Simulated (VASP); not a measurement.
# Zr2Ge2W (P-3m1) in VASP: further runs

The runs below take Zr2Ge2W through single point, with PBE.

Program: VASP 6.6.1. These are calculated values, not measurements. Logs are shortened: lines on timing, memory, paths and dates and some standing lists are left out, and cuts for length are marked.

## Step 1: The cell of the first run

The structure is trigonal, space group P-3m1 (No. 164). Conventional cell: a = 3.241 Å, b = 3.241 Å, c = 8.702 Å, α = 90.00°, β = 90.00°, γ = 120.00°. Within 3.0 Å of Zr (site symmetry 3m) lie 3 W at 2.21 Å and 3 Ge at 2.45 Å and 3 Zr at 2.99 Å. Ge (site symmetry 3m) has 3 Zr at 2.45 Å and 6 Ge at 3.24 Å and 3 W at 3.33 Å within 3.4 Å. Within 2.9 Å of W (site symmetry -3m) lie 6 Zr at 2.21 Å.

The cell was generated, and may not be a known phase.

## Step 2: Single point, PBE

File INCAR:

```
SYSTEM = Zr2Ge2W
ALGO = Normal
EDIFF = 1E-6
ENCUT = 520
GGA = PE
ISIF = 2
ISMEAR = 0
LASPH = .TRUE.
LCHARG = .FALSE.
LREAL = .FALSE.
LWAVE = .FALSE.
NBANDS = 41
NELM = 80
PREC = Accurate
SIGMA = 0.1
```

File KPOINTS:

```
k-points
0
G
  6 6 2
  0 0 0
```

File POSCAR:

```
Zr2Ge2W
1.0
    3.2413612600      0.0000000000      0.0000000000
   -1.6206806300      2.8071011900      0.0000000000
    0.0000000000      0.0000000000      8.7018039400
Zr Ge W
2 2 1
Direct
    0.6666666700      0.3333333300      0.8658250600
    0.3333333300      0.6666666700      0.1341749400
    0.3333333300      0.6666666700      0.6841193400
    0.6666666700      0.3333333300      0.3158806600
    0.0000000000      0.0000000000      0.0000000000
```

Potentials or basis: VASP PAW PBE potentials, release 64 (Zr_sv, Ge_d, W_sv).

On the command line:

```sh
> cat potpaw_PBE.64/Zr_sv/POTCAR potpaw_PBE.64/Ge_d/POTCAR potpaw_PBE.64/W_sv/POTCAR > POTCAR
> mpirun -np 1 vasp_std > vasp.out
```

OUTCAR:

```text
SYSTEM = Zr2Ge2W
   EDIFF = 1E-6
   ENCUT = 520
   GGA = PE
   ISIF = 2
   ISMEAR = 0
   LASPH = .TRUE.
   LREAL = .FALSE.
   NELM = 80
   PREC = Accurate

 ion  position               nearest neighbor table
   1  0.667  0.333  0.866-   5 2.21   5 2.21   5 2.21   3 2.45   3 2.45   3 2.45   2 2.99   2 2.99
                             2 2.99
   2  0.333  0.667  0.134-   5 2.21   5 2.21   5 2.21   4 2.45   4 2.45   4 2.45   1 2.99   1 2.99
                             1 2.99
   3  0.333  0.667  0.684-   1 2.45   1 2.45   1 2.45
   4  0.667  0.333  0.316-   2 2.45   2 2.45   2 2.45
   5  0.000  0.000  0.000-   1 2.21   2 2.21   2 2.21   1 2.21   1 2.21   2 2.21

  LATTYP: Found a hexagonal cell.
 ALAT       =     3.2413612600
 C/A-ratio  =     2.6846140377

  Lattice vectors:

 A1 = (   3.2413612600,   0.0000000000,   0.0000000000)
 A2 = (  -1.6206806300,   2.8071011900,   0.0000000000)
 A3 = (   0.0000000000,   0.0000000000,   8.7018039400)

Analysis of symmetry for initial positions (statically):
=====================================================================
 Subroutine PRICEL returns:
 Original cell was already a primitive cell.

 Routine SETGRP: Setting up the symmetry group for a
 hexagonal supercell.

 Subroutine GETGRP returns: Found 12 space group operations
 (whereof 12 operations were pure point group operations)
 out of a pool of 24 trial point group operations.

The static configuration has the point symmetry D_3d.

Analysis of symmetry for dynamics (positions and initial velocities):
=====================================================================
 Subroutine PRICEL returns:
 Original cell was already a primitive cell.

 Routine SETGRP: Setting up the symmetry group for a
 hexagonal supercell.

 Subroutine GETGRP returns: Found 12 space group operations
 (whereof 12 operations were pure point group operations)
 out of a pool of 24 trial point group operations.

The dynamic configuration has the point symmetry D_3d.

 Subroutine INISYM returns: Found 12 space group operations
 (whereof 12 operations are pure point group operations),
 and found     1 'primitive' translations

----------------------------------------------------------------------------------------

                                     Primitive cell

  volume of cell :      79.1762

  direct lattice vectors                    reciprocal lattice vectors
     3.241361260  0.000000000  0.000000000     0.308512356  0.178119692  0.000000000
    -1.620680630  2.807101190  0.000000000     0.000000000  0.356239384  0.000000000
     0.000000000  0.000000000  8.701803940     0.000000000  0.000000000  0.114918700

  length of vectors
     3.241361260  3.241361257  8.701803940     0.356239384  0.356239384  0.114918700

  position of ions in fractional coordinates (direct lattice)
     0.666666670  0.333333330  0.865825060
     0.333333330  0.666666670  0.134174940
     0.333333330  0.666666670  0.684119340
     0.666666670  0.333333330  0.315880660
     0.000000000  0.000000000  0.000000000

  ion indices of the primitive-cell ions
   primitive index   ion index
                 1           1
                 2           2
                 3           3
                 4           4
                 5           5

----------------------------------------------------------------------------------------

 KPOINTS: k-points

Automatic generation of k-mesh.
 Grid dimensions read from file:
 generate k-points for:    6    6    2

 Generating k-lattice:

  Cartesian coordinates                     Fractional coordinates (reciprocal lattice)
     0.051418726  0.029686615  0.000000000     0.166666667  0.000000000  0.000000000
     0.000000000  0.059373231  0.000000000     0.000000000  0.166666667  0.000000000
     0.000000000  0.000000000  0.057459350     0.000000000  0.000000000  0.500000000

  Length of vectors
     0.059373231  0.059373231  0.057459350

  Shift w.r.t. Gamma in fractional coordinates (k-lattice)
     0.000000000  0.000000000  0.000000000

 Subroutine IBZKPT returns following result:
 ===========================================

 Found     14 irreducible k-points:

 Following reciprocal coordinates:
            Coordinates               Weight
  0.000000  0.000000  0.000000      1.000000
  0.166667 -0.000000  0.000000      6.000000
  0.333333 -0.000000  0.000000      6.000000
  0.500000  0.000000  0.000000      3.000000
  0.166667  0.166667  0.000000      6.000000
  0.333333  0.166667  0.000000     12.000000
  0.333333  0.333333  0.000000      2.000000
  0.000000  0.000000  0.500000      1.000000
  0.166667 -0.000000  0.500000      6.000000
  0.333333 -0.000000  0.500000      6.000000
  0.500000  0.000000  0.500000      3.000000
  0.166667  0.166667  0.500000      6.000000
  0.333333  0.166667  0.500000     12.000000
  0.333333  0.333333  0.500000      2.000000
   k-points           NKPTS =     14   k-points in BZ     NKDIM =     14   number of bands    NBANDS=     41
   number of dos      NEDOS =    301   number of ions     NIONS =      5
   total plane-waves  NPLWV =  40320
   dimension x,y,z NGX =    24 NGY =   24 NGZ =   70
   dimension x,y,z NGXF=    48 NGYF=   48 NGZF=  140
   ions per type =               2   2   1
   NGX,Y,Z   is equivalent  to a cutoff of  12.31, 12.31, 13.37 a.u.
   NGXF,Y,Z  is equivalent  to a cutoff of  24.62, 24.62, 26.75 a.u.
 SYSTEM =  Zr2Ge2W
   PREC   = accura    normal or accurate (medium, high low for compatibility)
   ISTART =      0    job   : 0-new  1-cont  2-samecut
   ICHARG =      2    charge: 1-file 2-atom 10-const
   ISPIN  =      1    spin polarized calculation?
   LNONCOLLINEAR =      F non collinear calculations
   LSORBIT =      F    spin-orbit coupling
   LASPH  =      T    aspherical Exc in radial PAW
   ENCUT  =  520.0 eV  38.22 Ry    6.18 a.u.   6.03  6.03 16.18*2*pi/ulx,y,z
   NELM   =     80;   NELMIN=  2; NELMDL= -5     # of ELM steps
   EDIFF  = 0.1E-05   stopping-criterion for ELM
   LREAL  =      F    real-space projection
[... 7 lines left out ...]
   TEBEG  =    0.0;   TEEND  =   0.0 temperature during run
   PSTRESS=    0.0 pullay stress
   NELECT =      66.0000    total number of electrons
   NUPDOWN=      -1.0000    fix difference up-down
   EMIN   =  10.00;   EMAX   =-10.00  energy-range for DOS
   EFERMI =   0.00;   METHOD = LEGACY
   ISMEAR =     0;   SIGMA  =   0.10  broadening in eV -4-tet -1-fermi 0-gaus
   EFERMI_NEDOS =   21; number of points for ismear=-14 and -15
   IALGO  =     38    algorithm
   IMIX   =      4    mixing-type and parameters
     AMIX     =   0.40;   BMIX     =  1.00
     AMIX_MAG =   1.60;   BMIX_MAG =  1.00
  volume/ion in A,a.u.               =      15.84       106.86
  Fermi-wavevector in a.u.,A,eV,Ry     =   1.540723  2.911544 32.297879  2.373827
  Thomas-Fermi vector in A             =   2.646770
   LORBIT       =      0    0 simple, 1 ext, 2 COOP (PROOUT), +10 PAW based schemes
   GGA     = PE    functional components
   LHFCALC =     F    Hartree Fock is set to
   AEXX    =    0.0000 exact exchange contribution
   IVDW    =     0    specifies the selected vdW correction
   LEPSILON=     F    determine dielectric tensor
   LRPA    =     F    only Hartree local field effects (RPA)
 non-spin polarized calculation
 Gauss-broadening in eV      SIGMA  =   0.10
  energy-cutoff  :      520.00
  volume of cell :       79.18
 maximum number of plane-waves:      2160
   NGX = 13   NGY = 13   NGZ = 33

 number of electron      65.9999995 magnetization

 Free energy of the ion-electron system (eV)
  ---------------------------------------------------
  ext. energy  EPLUGINS =         0.00000000
  ---------------------------------------------------
  free energy    TOTEN  =       -21.20794148 eV

  energy without entropy =      -21.18070052  energy(sigma->0) =      -21.19432100

 E-fermi :  10.5739     XC(G=0): -12.3101

 val. band max:       10.5725963576   @ k =   0.3333  -0.0000   0.0000
 cond. band min:      10.5968459198   @ k =   0.3333   0.1667   0.0000
 fundamental gap:      0.0242495622
 Fermi energy:        10.5738883579

 k-point     1 :       0.0000    0.0000    0.0000
  band No.  band energies     occupation
      1     -62.5957      2.00000
      2     -37.4075      2.00000
      3     -37.3019      2.00000
      4     -27.7415      2.00000
      5     -27.7415      2.00000
      6     -26.9678      2.00000
[... 33 lines left out ...]
     40      16.3094      0.00000
     41      17.8782      0.00000

 k-point     2 :       0.1667   -0.0000    0.0000
  band No.  band energies     occupation
      1     -62.5876      2.00000
      2     -37.3713      2.00000
      3     -37.3416      2.00000
      4     -27.7956      2.00000
      5     -27.7306      2.00000
      6     -27.1106      2.00000
[... 33 lines left out ...]
     40      16.3566      0.00000
     41      16.9905      0.00000

 k-point     3 :       0.3333   -0.0000    0.0000
  band No.  band energies     occupation
      1     -62.5713      2.00000
      2     -37.4658      2.00000
      3     -37.2497      2.00000
      4     -27.9012      2.00000
      5     -27.7933      2.00000
      6     -27.3031      2.00000
[... 33 lines left out ...]
     40      15.1788      0.00000
     41      16.0564      0.00000

 k-point     4 :       0.5000    0.0000    0.0000
  band No.  band energies     occupation
      1     -62.5632      2.00000
      2     -37.5182      2.00000
      3     -37.1964      2.00000
      4     -27.9528      2.00000
      5     -27.8873      2.00000
      6     -27.3327      2.00000
[... 385 lines left out ...]
     40      15.3092      0.00000
     41      15.8113      0.00000

 k-point    13 :       0.3333    0.1667    0.5000
  band No.  band energies     occupation
      1     -62.5632      2.00000
      2     -37.4612      2.00000
      3     -37.2572      2.00000
      4     -27.9373      2.00000
      5     -27.7925      2.00000
      6     -27.4477      2.00000
[... 33 lines left out ...]
     40      15.2340      0.00000
     41      15.8710      0.00000

 k-point    14 :       0.3333    0.3333    0.5000
  band No.  band energies     occupation
      1     -62.5591      2.00000
      2     -37.3612      2.00000
      3     -37.3612      2.00000
      4     -27.8187      2.00000
      5     -27.8187      2.00000
      6     -27.6324      2.00000
[... 33 lines left out ...]
     40      14.7690      0.00000
     41      16.6946      0.00000

------------------------ aborting loop because EDIFF is reached ----------------------------------------

  FORCE on cell =-STRESS in cart. coord.  units (eV):
  Direction    XX          YY          ZZ          XY          YZ          ZX
  --------------------------------------------------------------------------------------
  -------------------------------------------------------------------------------------
  Total       58.2545838     58.2545836     56.0636193      0.0000000      0.0000000      0.0000000
  in kB     1178.8156328   1178.8156294   1134.4801834      0.0000000      0.0000000      0.0000000
  external PRESSURE =    1164.0371485 kB  Pullay stress =       0.0000000 kB

 VOLUME and BASIS-vectors are now :
 -----------------------------------------------------------------------------
  energy-cutoff  :      520.00
  volume of cell :       79.18
      direct lattice vectors                 reciprocal lattice vectors
     3.241361260  0.000000000  0.000000000     0.308512356  0.178119692  0.000000000
    -1.620680630  2.807101190  0.000000000     0.000000000  0.356239384  0.000000000
     0.000000000  0.000000000  8.701803940     0.000000000  0.000000000  0.114918700

 POSITION                                       TOTAL-FORCE (eV/Angst)
 -----------------------------------------------------------------------------------
      1.62068      0.93570      7.53424        -0.000000      0.000000    -12.303068
     -0.00000      1.87140      1.16756         0.000000      0.000000     12.303068
     -0.00000      1.87140      5.95307         0.000000      0.000000     -5.266033
      1.62068      0.93570      2.74873        -0.000000      0.000000      5.266033
      0.00000      0.00000      0.00000        -0.000000      0.000000     -0.000000
 -----------------------------------------------------------------------------------
    total drift:                                0.000000      0.000000      0.000000

  FREE ENERGIE OF THE ION-ELECTRON SYSTEM (eV)
  ---------------------------------------------------
  free  energy   TOTEN  =       -21.2079414765 eV

  energy  without entropy=      -21.1807005239  energy(sigma->0) =      -21.19432100
```

Run time: 82 s. Hardware: 1 thread of Intel Xeon 8259CL, shared host; peak memory 0.21 GiB.

What came out:

```
Free energy            : -21.2079 eV
Pressure               : 116.4 GPa
Largest force          : 12.303 eV/Å
Band gap on the k mesh : zero (bands 33 and 34 overlap by 1.16 eV)
```

Forces on the atoms (eV/Å):
```
Zr    0.000   0.000 -12.303
Zr    0.000   0.000  12.303
Ge    0.000   0.000  -5.266
Ge    0.000   0.000   5.266
W     0.000   0.000   0.000
```

Caveat: the k points lie up to 0.37 Å⁻¹ apart, too coarse for converged energies and pressures of a metal; spin-orbit coupling is left out, which moves the levels of the heavy elements; forces of over 1 eV/Å act on the atoms, so gaps and moduli don't describe the material at rest.

## Step 3: Single point, PBE

This run uses another cell than the first one, of 19.79 Å³/atom.

File INCAR:

```
SYSTEM = Zr2Ge2W
PREC = Accurate
ENCUT = 520
EDIFF = 1E-6
ISMEAR = 0
SIGMA = 0.1
LREAL = .False.
LASPH = .True.
NELM = 60
ALGO = Normal
ISIF = 2
LWAVE = .False.
LCHARG = .True.
GGA = PE
LELF = .True.
LVHAR = .True.
NBANDS = 41
```

File KPOINTS:

```
Automatic mesh
0
Gamma
  6 6 2
  0 0 0
```

File POSCAR:

```
Zr2Ge2W
1.0
    3.5059808314      0.0000000000      0.0000000000
   -1.7529904157      3.0362684652      0.0000000000
    0.0000000000      0.0000000000      9.2972987845
Zr Ge W
2 2 1
Direct
    0.6666666667      0.3333333333      0.7864927399
    0.3333333333      0.6666666667      0.2135072601
    0.3333333333      0.6666666667      0.5758823565
    0.6666666667      0.3333333333      0.4241176435
    0.0000000000      0.0000000000      0.0000000000
```

Potentials or basis: VASP PAW PBE potentials, release 64 (Zr_sv, Ge_d, W_sv).

On the command line:

```sh
> cat potpaw_PBE.64/Zr_sv/POTCAR potpaw_PBE.64/Ge_d/POTCAR potpaw_PBE.64/W_sv/POTCAR > POTCAR
> mpirun -np 1 vasp_std > vasp.out
```

Run time: 1.9 min. Hardware: 1 thread of Intel Xeon 8259CL, shared host; peak memory 0.25 GiB.

Results (log left out):

| Quantity | Value |
| --- | --- |
| Free energy | -38.6390 eV |
| Pressure | 0.2 GPa |
| Largest force | 0.010 eV/Å |
| Band gap on the k mesh | zero (bands 33 and 34 overlap by 0.59 eV) |

Forces on the atoms (eV/Å):
```
Zr   0.000  0.000  0.010
Zr   0.000  0.000 -0.010
Ge   0.000  0.000 -0.007
Ge   0.000  0.000  0.007
W    0.000  0.000  0.000
```

Stress tensor (GPa, compression positive):
```
0.27 0.00 0.00
0.00 0.27 0.00
0.00 0.00 0.18
```

Levels at points of the mesh, in eV from the Fermi level:
```tsv
k point	band 30	band 31	band 32	band 33	band 34	band 35	band 36	band 37
(0.00, 0.00, 0.00)	-0.72	-0.72	0.13	0.60	0.60	1.25	1.25	2.29
(0.50, 0.00, 0.00)	-1.63	-1.39	-0.90	-0.12	1.05	1.66	2.14	2.14
(0.00, 0.00, 0.50)	-0.71	-0.71	0.00	0.00	1.33	1.64	1.64	2.16
(0.50, 0.00, 0.50)	-1.41	-1.14	-0.30	-0.25	0.90	1.47	1.49	2.01
```

Caveat: spin-orbit coupling is left out, which moves the levels of the heavy elements.

The gap in the log of VASP goes by the Fermi energy; the results here count the filled bands.